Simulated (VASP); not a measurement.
# MgO: single point with r2SCAN

MgO:

```
Mg O
1.0
     0.00000    2.31951    1.80922
     2.31951    0.00000    1.80922
     2.31951    2.31951    0.00000
Mg O
1 1
Cartesian
  0.0000 0.0000 0.0000
  2.3195 2.3195 1.8092
```

This cell differs from its parent crystal: ratio of the length along z to the lengths across it x 0.78, volume and fractional coordinates fixed.

```
Program                : VASP 6.6.1
Task                   : single point
Functional             : r2SCAN
Potentials or basis    : VASP PAW PBE potentials, release 64 (Mg, O)
Cutoff                 : 520 eV
k mesh                 : 10 × 10 × 10
Occupations            : gaussian, width 0.05 eV
Spin                   : no spin polarisation
Dipole correction      : no
Further INCAR settings : ALGO = Normal; EDIFF = 1e-07; NBANDS = 11
```

```
Pressure               : 14.9 GPa
Band gap on the k mesh : 4.69 eV
```

Stress tensor (GPa, compression positive):
```
-12.10   0.00   0.00
  0.00 -12.10   0.00
  0.00   0.00  68.80
```

Levels at points of the mesh, in eV from the valence-band top:
```tsv
k point	band 1	band 2	band 3	band 4	band 5	band 6	band 7	band 8
(0.00, 0.00, 0.00)	-18.24	-0.60	0.00	0.00	4.69	16.43	16.43	18.43
(0.50, 0.00, 0.00)	-17.03	-4.51	-1.09	-0.80	8.16	12.74	14.63	20.90
(0.50, 0.50, 0.00)	-16.64	-3.29	-2.15	-2.15	8.29	11.37	15.97	17.94
(0.50, 0.00, 0.50)	-17.09	-4.33	-1.67	-0.45	10.64	11.42	12.53	18.84
```

Wall time 2.4 min on 1 thread of Intel Xeon 8259CL, with other jobs on the host, peak memory 0.16 GiB.

Caveat: the cell stands under pressure; the PAW data sets were made with another functional, which shifts forces and pressure a little.
